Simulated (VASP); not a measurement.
# Sb in VASP: a series of runs

Runs on Sb. Level: PBEsol. Tasks: electric field gradients.

Program: VASP 6.6.1. These are calculated values, not measurements. Logs are shortened: lines on timing, memory, paths and dates and some standing lists are left out, and cuts for length are marked.

### Step 1. The cell of the first run

The typed cell holds 2 atoms: a = 4.425 Å, b = 4.520 Å, c = 4.534 Å, α = 57.26°, β = 56.83°, γ = 57.48°.

### Step 2. Electric field gradients, PBEsol (equal xy, yz and zx shear strains of -2 %)

The input, INCAR:

```
SYSTEM = Sb
PREC = Accurate ; ENCUT = 520
EDIFF = 1E-8 ; ISMEAR = -1
SIGMA = 0.05 ; LREAL = .FALSE.
LASPH = .TRUE. ; NELM = 100
ALGO = Normal ; ISIF = 2
LWAVE = .FALSE. ; LCHARG = .FALSE.
GGA = PS ; LEFG = .TRUE.
NBANDS = 12
```

The input, KPOINTS:

```
regular mesh
0
G
  9 9 9
  0 0 0
```

The input, POSCAR:

```
Sb
1.0
    2.1007438352      1.1827036773      3.7100774999
   -2.2004568288      1.2257156839      3.7530895065
   -0.0126070064     -2.5207393611      3.7688329936
Sb
2
Direct
    0.2336400000      0.2336400000      0.2336400000
    0.7663600000      0.7663600000      0.7663600000
```

Potentials or basis: VASP PAW PBE potentials, release 64 (Sb).

Run with:

```bash
$ cat potpaw_PBE.64/Sb/POTCAR > POTCAR
$ mpirun -np 1 vasp_std > vasp.out
```

OUTCAR:

```text
SYSTEM = Sb
   PREC = Accurate
   ENCUT = 520
   EDIFF = 1E-8
   ISMEAR = -1
   LREAL = .FALSE.
   LASPH = .TRUE.
   NELM = 100
   ISIF = 2
   GGA = PS

 ion  position               nearest neighbor table
   1  0.234  0.234  0.234-   2 2.88   2 2.91   2 2.92   2 3.31   2 3.35   2 3.37
   2  0.766  0.766  0.766-   1 2.88   1 2.91   1 2.92   1 3.31   1 3.35   1 3.37

  LATTYP: Found a triclinic cell.
 ALAT       =     7.5145578927
 B/A-ratio  =     0.5773502692
 C/A-ratio  =     0.5887962869
 COS(alpha) =     0.0116469648
 COS(beta)  =     0.2721581568
 COS(gamma) =     0.8709151563

  Lattice vectors:

 A1 = (  -6.4890504864,   3.7894670516,   0.0272685195)
 A2 = (  -2.1878498224,   3.7464550450,  -0.0157434871)
 A3 = (  -2.1007438352,  -1.1827036773,  -3.7100774999)

Analysis of symmetry for initial positions (statically):
=====================================================================
 Subroutine PRICEL returns:
 Original cell was already a primitive cell.

 Routine SETGRP: Setting up the symmetry group for a
 triclinic supercell.

 Subroutine GETGRP returns: Found  2 space group operations
 (whereof  2 operations were pure point group operations)
 out of a pool of  2 trial point group operations.

The static configuration has the point symmetry S_2 .

Analysis of symmetry for dynamics (positions and initial velocities):
=====================================================================
 Subroutine PRICEL returns:
 Original cell was already a primitive cell.

 Routine SETGRP: Setting up the symmetry group for a
 triclinic supercell.

 Subroutine GETGRP returns: Found  2 space group operations
 (whereof  2 operations were pure point group operations)
 out of a pool of  2 trial point group operations.

The dynamic configuration has the point symmetry S_2 .

 Subroutine INISYM returns: Found  2 space group operations
 (whereof  2 operations are pure point group operations),
 and found     1 'primitive' translations

----------------------------------------------------------------------------------------

                                     Primitive cell

  volume of cell :      59.9673

  direct lattice vectors                    reciprocal lattice vectors
     2.100743835  1.182703677  3.710077500     0.234795821  0.137505526  0.092754352
    -2.200456829  1.225715684  3.753089506    -0.230284579  0.132807744  0.088056571
    -0.012607006 -2.520739361  3.768832994    -0.001812777 -0.267614806  0.086337063

  length of vectors
     4.424543785  4.519963500  4.534135860     0.287472115  0.280040789  0.281202878

  position of ions in fractional coordinates (direct lattice)
     0.233640000  0.233640000  0.233640000
     0.766360000  0.766360000  0.766360000

  ion indices of the primitive-cell ions
   primitive index   ion index
                 1           1
                 2           2

----------------------------------------------------------------------------------------

 KPOINTS: regular mesh

Automatic generation of k-mesh.
 Grid dimensions read from file:
 generate k-points for:    9    9    9

 Generating k-lattice:

  Cartesian coordinates                     Fractional coordinates (reciprocal lattice)
     0.026088425  0.015278392  0.010306039     0.111111111 -0.000000000 -0.000000000
    -0.025587175  0.014756416  0.009784063    -0.000000000  0.111111111 -0.000000000
    -0.000201420 -0.029734978  0.009593007     0.000000000  0.000000000  0.111111111

  Length of vectors
     0.031941346  0.031115643  0.031244764

  Shift w.r.t. Gamma in fractional coordinates (k-lattice)
     0.000000000  0.000000000  0.000000000

 Subroutine IBZKPT returns following result:
 ===========================================

 Found    365 irreducible k-points:

 Following reciprocal coordinates:
            Coordinates               Weight
  0.000000  0.000000  0.000000      1.000000
[... 33 lines left out ...]
   PREC   = accura    normal or accurate (medium, high low for compatibility)
   ISTART =      0    job   : 0-new  1-cont  2-samecut
   ICHARG =      2    charge: 1-file 2-atom 10-const
   ISPIN  =      1    spin polarized calculation?
   LNONCOLLINEAR =      F non collinear calculations
   LSORBIT =      F    spin-orbit coupling
   LASPH  =      T    aspherical Exc in radial PAW
   ENCUT  =  520.0 eV  38.22 Ry    6.18 a.u.   8.23  8.40  8.43*2*pi/ulx,y,z
   NELM   =    100;   NELMIN=  2; NELMDL= -5     # of ELM steps
   EDIFF  = 0.1E-07   stopping-criterion for ELM
   LREAL  =      F    real-space projection
   EDIFFG = 0.1E-06   stopping-criterion for IOM
   NSW    =      0    number of steps for IOM
   IBRION =     -1    ionic relax: 0-MD 1-quasi-New 2-CG
   NFREE  =      0    steps in history (QN), initial steepest desc. (CG)
   ISIF   =      2    stress and relaxation
   ISYM   =      2    0-nonsym 1-usesym 2-fastsym
   POTIM  = 0.5000    time-step for ionic-motion
   TEBEG  =    0.0;   TEEND  =   0.0 temperature during run
   PSTRESS=    0.0 pullay stress
   NELECT =      10.0000    total number of electrons
   NUPDOWN=      -1.0000    fix difference up-down
   EMIN   =  10.00;   EMAX   =-10.00  energy-range for DOS
   EFERMI =   0.00;   METHOD = LEGACY
   ISMEAR =    -1;   SIGMA  =   0.05  broadening in eV -4-tet -1-fermi 0-gaus
   EFERMI_NEDOS =   21; number of points for ismear=-14 and -15
   IALGO  =     38    algorithm
   IMIX   =      4    mixing-type and parameters
     AMIX     =   0.40;   BMIX     =  1.00
     AMIX_MAG =   1.60;   BMIX_MAG =  1.00
  volume/ion in A,a.u.               =      29.98       202.34
  Fermi-wavevector in a.u.,A,eV,Ry     =   0.901094  1.702820 11.047519  0.811970
  Thomas-Fermi vector in A             =   2.024132
   LORBIT       =      0    0 simple, 1 ext, 2 COOP (PROOUT), +10 PAW based schemes
   GGA     = PS    functional components
   LHFCALC =     F    Hartree Fock is set to
   AEXX    =    0.0000 exact exchange contribution
   IVDW    =     0    specifies the selected vdW correction
   LEPSILON=     F    determine dielectric tensor
   LRPA    =     F    only Hartree local field effects (RPA)
 non-spin polarized calculation
  energy-cutoff  :      520.00
  volume of cell :       59.97
 maximum number of plane-waves:      1629
 NGX is ok and might be reduce to    36
   NGX = 17   NGY = 17   NGZ = 17

 number of electron      10.0000000 magnetization

 Free energy of the ion-electron system (eV)
  ---------------------------------------------------
  ext. energy  EPLUGINS =         0.00000000
  ---------------------------------------------------
  free energy    TOTEN  =        -9.10942556 eV

  energy without entropy =       -9.10743585  energy(sigma->0) =       -9.10843071

 E-fermi :   7.1994     XC(G=0):  -9.6962

 val. band max:        7.1957766595   @ k =   0.0000   0.0000   0.4444
 cond. band min:       7.2920033832   @ k =   0.0000   0.4444   0.0000
 fundamental gap:      0.0962267237
 Fermi energy:         7.1994400395

 k-point     1 :       0.0000    0.0000    0.0000
  band No.  band energies     occupation
      1      -5.5652      2.00000
      2       2.4546      2.00000
      3       5.1192      2.00000
      4       5.2852      2.00000
      5       5.6011      2.00000
      6       9.2815      0.00000
      7       9.7945      0.00000
      8      10.0813      0.00000
      9      12.1634      0.00000
     10      12.3471      0.00000
     11      12.5234      0.00000
     12      13.6874      0.00000
[... 331 lines left out ...]
 k-point    24 :       0.0000    0.3333    0.0000
  band No.  band energies     occupation
      1      -4.3717      2.00000
      2      -0.8841      2.00000
      3       5.3101      2.00000
      4       5.3705      2.00000
      5       6.4631      2.00000
      6       7.9141      0.00000
      7       7.9798      0.00000
      8       8.3692      0.00000
      9      12.7985      0.00000
     10      13.5709      0.00000
     11      14.2665      0.00000
     12      17.6114      0.00000

 [... further k-points ...]

------------------------ aborting loop because EDIFF is reached ----------------------------------------

  FORCE on cell =-STRESS in cart. coord.  units (eV):
  Direction    XX          YY          ZZ          XY          YZ          ZX
  --------------------------------------------------------------------------------------
  -------------------------------------------------------------------------------------
  Total        0.0616156      0.5453094      0.1031659      0.0593241      0.4633553      0.2190472
  in kB        1.6462155     14.5693058      2.7563349      1.5849927     12.3796972      5.8523945
  external PRESSURE =       6.3239521 kB  Pullay stress =       0.0000000 kB

 VOLUME and BASIS-vectors are now :
 -----------------------------------------------------------------------------
  energy-cutoff  :      520.00
  volume of cell :       59.97
      direct lattice vectors                 reciprocal lattice vectors
     2.100743835  1.182703677  3.710077500     0.234795821  0.137505526  0.092754352
    -2.200456829  1.225715684  3.753089506    -0.230284579  0.132807744  0.088056571
    -0.012607006 -2.520739361  3.768832994    -0.001812777 -0.267614806  0.086337063

 POSITION                                       TOTAL-FORCE (eV/Angst)
 -----------------------------------------------------------------------------------
     -0.02624     -0.02624      2.62424         0.054104      0.098692      0.203198
     -0.08608     -0.08608      8.60776        -0.054104     -0.098692     -0.203198
 -----------------------------------------------------------------------------------
    total drift:                                0.000000     -0.000000      0.000000

  FREE ENERGIE OF THE ION-ELECTRON SYSTEM (eV)
  ---------------------------------------------------
  free  energy   TOTEN  =        -9.1094255632 eV

  energy  without entropy=       -9.1074358477  energy(sigma->0) =       -9.10843071

 Electric field gradients (V/A^2)
---------------------------------------------------------------------
 ion       V_xx      V_yy      V_zz      V_xy      V_xz      V_yz
---------------------------------------------------------------------
   1      26.676    15.629   -42.304    -4.743    -9.228   -14.305
   2      26.676    15.629   -42.304    -4.743    -9.228   -14.305
---------------------------------------------------------------------

 Electric field gradients after diagonalization (V/A^2)
 (convention: |V_zz| > |V_xx| > |V_yy|)
----------------------------------------------------------------------
 ion       V_xx      V_yy      V_zz     asymmetry (V_yy - V_xx)/ V_zz
----------------------------------------------------------------------
   1      28.692    18.328   -47.020       0.220
   2      28.692    18.328   -47.020       0.220
----------------------------------------------------------------------

           NMR quadrupolar parameters

 Cq : quadrupolar parameter    Cq=e*Q*V_zz/h
 eta: asymmetry parameters     (V_yy - V_xx)/ V_zz
 Q  : nuclear electric quadrupole moment in mb (millibarn)
----------------------------------------------------------------------
 ion       Cq(MHz)       eta       Q (mb)
----------------------------------------------------------------------
   1      -0.114       0.220       1.000
   2      -0.114       0.220       1.000
----------------------------------------------------------------------
```

Run time: 6.3 min. Hardware: 1 thread of Intel Xeon 8259CL, shared host; peak memory 0.37 GiB.

What came out:

```yaml
Free_energy: -9.1094 eV
Pressure: 0.6 GPa
Largest_force: 0.232 eV/Å
Band_gap_on_the_k_mesh: zero (bands 5 and 6 overlap by 0.05 eV)
Largest_electric_field_gradient_by_atom: Sb -47.0 V/Å²
```

Forces on the atoms (eV/Å):
```
Sb   0.054  0.099  0.203
Sb  -0.054 -0.099 -0.203
```

Levels at points of the mesh, in eV from the Fermi level:
```tsv
k point	band 3	band 4	band 5	band 6	band 7	band 8
(0.00, 0.00, 0.00)	-2.08	-1.91	-1.60	2.08	2.60	2.88
```

Electric field gradients, principal values (V/Å²):
```
atom   least  middle  greatest (by size)
1 Sb  18.328  28.692             -47.020
2 Sb  18.328  28.692             -47.020
```

Caveat: the cell differs from its parent crystal (equal xy, yz and zx shear strains of -2 %); without QUAD_EFG the Cq values of the log hold for a quadrupole moment of 1 mb, not for the nuclei; the PAW data sets were made with another functional, which shifts forces and pressure a little; spin-orbit coupling is left out, which moves the levels of the heavy elements.

### Step 3. Electric field gradients, PBEsol (29.39 Å³/atom)

This run uses another cell than the first one, of 29.39 Å³/atom.

The input, INCAR:

```
PREC     = Accurate       # precision mode
ENCUT    = 400            # plane-wave cutoff, eV
EDIFF    = 1E-8           # SCF threshold, eV
ISMEAR   = -1             # smearing method
SIGMA    = 0.05           # smearing width, eV
LREAL    = False          # projectors in reciprocal space
LASPH    = True           # aspherical terms in the spheres
NELM     = 120            # most SCF steps
ALGO     = Normal         # electronic algorithm
ISIF     = 2              # what is computed and relaxed
LWAVE    = False          # write WAVECAR
LCHARG   = False          # write CHGCAR
GGA      = PS             # functional
LEFG     = True         
NBANDS   = 22             # bands
GGA_COMPAT= False
```

The input, KPOINTS:

```
Automatic mesh
0
Gamma
  9 9 9
```

The input, POSCAR:

```
Sb
1.0
    2.1361663378      1.2333162102      3.7188717261
   -2.1361663378      1.2333162102      3.7188717261
    0.0000000000     -2.4666324202      3.7188717261
Sb
2
Direct
    0.2336400000      0.2336400000      0.2336400000
    0.7663600000      0.7663600000      0.7663600000
```

Potentials or basis: VASP PAW PBE potentials, release 64 (Sb_d_GW).

Run with:

```bash
$ cat potpaw_PBE.64/Sb_d_GW/POTCAR > POTCAR
$ mpirun -np 1 vasp_std > vasp.out
```

OUTCAR:

```text
PREC = Accurate
   ENCUT = 400
   EDIFF = 1E-8
   ISMEAR = -1
   LREAL = False
   LASPH = True
   NELM = 120
   ISIF = 2
   GGA = PS

 ion  position               nearest neighbor table
   1  0.234  0.234  0.234-   2 2.88   2 2.88   2 2.88   2 3.32   2 3.32   2 3.32
   2  0.766  0.766  0.766-   1 2.88   1 2.88   1 2.88   1 3.32   1 3.32   1 3.32

  LATTYP: Found a trigonal (rhomboedric) cell.
 ALAT       =     4.4625421468
 COS(alpha) =     0.5417151843

  Lattice vectors:

 A1 = (   2.1361663378,   1.2333162102,   3.7188717261)
 A2 = (  -2.1361663378,   1.2333162102,   3.7188717261)
[... 813 lines left out ...]
  free  energy   TOTEN  =        -9.1549881962 eV

  energy  without entropy=       -9.1529738043  energy(sigma->0) =       -9.15398100

 Electric field gradients (V/A^2)
---------------------------------------------------------------------
 ion       V_xx      V_yy      V_zz      V_xy      V_xz      V_yz
---------------------------------------------------------------------
   1      22.949    22.949   -45.899    -0.000    -0.000    -0.000
   2      22.949    22.949   -45.899     0.000    -0.000    -0.000
---------------------------------------------------------------------

 Electric field gradients after diagonalization (V/A^2)
 (convention: |V_zz| > |V_xx| > |V_yy|)
----------------------------------------------------------------------
 ion       V_xx      V_yy      V_zz     asymmetry (V_yy - V_xx)/ V_zz
----------------------------------------------------------------------
   1      22.949    22.949   -45.899       0.000
   2      22.949    22.949   -45.899       0.000
----------------------------------------------------------------------

           NMR quadrupolar parameters

 Cq : quadrupolar parameter    Cq=e*Q*V_zz/h
 eta: asymmetry parameters     (V_yy - V_xx)/ V_zz
 Q  : nuclear electric quadrupole moment in mb (millibarn)
----------------------------------------------------------------------
 ion       Cq(MHz)       eta       Q (mb)
----------------------------------------------------------------------
   1      -0.111       0.000       1.000
   2      -0.111       0.000       1.000
----------------------------------------------------------------------
```

OSZICAR:

```text
N       E                     dE             d eps       ncg     rms          rms(c)
DAV:   1     0.219595348934E+03    0.21960E+03   -0.85388E+03  5216   0.109E+04
DAV:   2     0.189838848628E+02   -0.20061E+03   -0.19348E+03  7376   0.125E+03
DAV:   3    -0.825522416997E+01   -0.27239E+02   -0.27106E+02  7300   0.208E+02
DAV:   4    -0.913728334036E+01   -0.88206E+00   -0.88173E+00  5922   0.282E+01
DAV:   5    -0.917549038510E+01   -0.38207E-01   -0.38204E-01  6244   0.887E+00    0.396E+00
DAV:   6    -0.916200910887E+01    0.13481E-01   -0.32469E-02  7000   0.836E+00    0.240E+00
DAV:   7    -0.915504817585E+01    0.69609E-02   -0.12438E-02  6204   0.682E+00    0.774E-02
DAV:   8    -0.915496081804E+01    0.87358E-04   -0.16491E-03  6102   0.227E+00    0.493E-02
DAV:   9    -0.915498607114E+01   -0.25253E-04   -0.47882E-05  6564   0.161E-01    0.168E-02
DAV:  10    -0.915498818405E+01   -0.21129E-05   -0.63584E-06  6108   0.959E-02    0.145E-03
DAV:  11    -0.915498830970E+01   -0.12565E-06   -0.45260E-07  5716   0.679E-03    0.124E-03
DAV:  12    -0.915498820471E+01    0.10499E-06   -0.33274E-08  4492   0.686E-03    0.207E-04
DAV:  13    -0.915498818831E+01    0.16399E-07   -0.89082E-09  2952   0.160E-03    0.685E-05
DAV:  14    -0.915498819622E+01   -0.79090E-08   -0.15584E-09  3166   0.238E-03
   1 F= -.91549882E+01 E0= -.91539810E+01  d E =-.201439E-02
```

stdout:

```text
POSCAR found type information on POSCAR Sb
 POSCAR found :  1 types and       2 ions
 scaLAPACK will be used
 -----------------------------------------------------------------------------
|                                                                             |
|                                                                             |
|     You enforced a specific xc type in the INCAR file but a different       |
|     I HOPE YOU KNOW WHAT YOU ARE DOING!                                     |
|                                                                             |
 -----------------------------------------------------------------------------

 LDA part: xc-table for (Slater+PW92), standard interpolation
 POSCAR, INCAR and KPOINTS ok, starting setup
 FFT: planning ... GRIDC
 FFT: planning ... GRID_SOFT
 FFT: planning ... GRID
 WAVECAR not read
 entering main loop
ion   1

ion   2
```

Run time: 53 s. Hardware: 1 thread of Intel Xeon 6975P-C (Granite Rapids), shared host; peak memory 0.22 GiB.

What came out:

* Free energy: -9.1550 eV
* Pressure: 1.4 GPa
* Largest force: 0.254 eV/Å
* Largest electric field gradient by atom: Sb -45.9 V/Å²

Forces on the atoms (eV/Å):
```
Sb   0.000  0.000  0.254
Sb   0.000  0.000 -0.254
```

Electric field gradients, principal values (V/Å²):
| atom | least | middle | greatest (by size) |
| --- | --- | --- | --- |
| 1 Sb | 22.949 | 22.949 | -45.899 |
| 2 Sb | 22.949 | 22.949 | -45.899 |

Caveat: without QUAD_EFG the Cq values of the log hold for a quadrupole moment of 1 mb, not for the nuclei; the PAW data sets were made with another functional, which shifts forces and pressure a little; spin-orbit coupling is left out, which moves the levels of the heavy elements.

The gap in the log of VASP goes by the Fermi energy; the results here count the filled bands.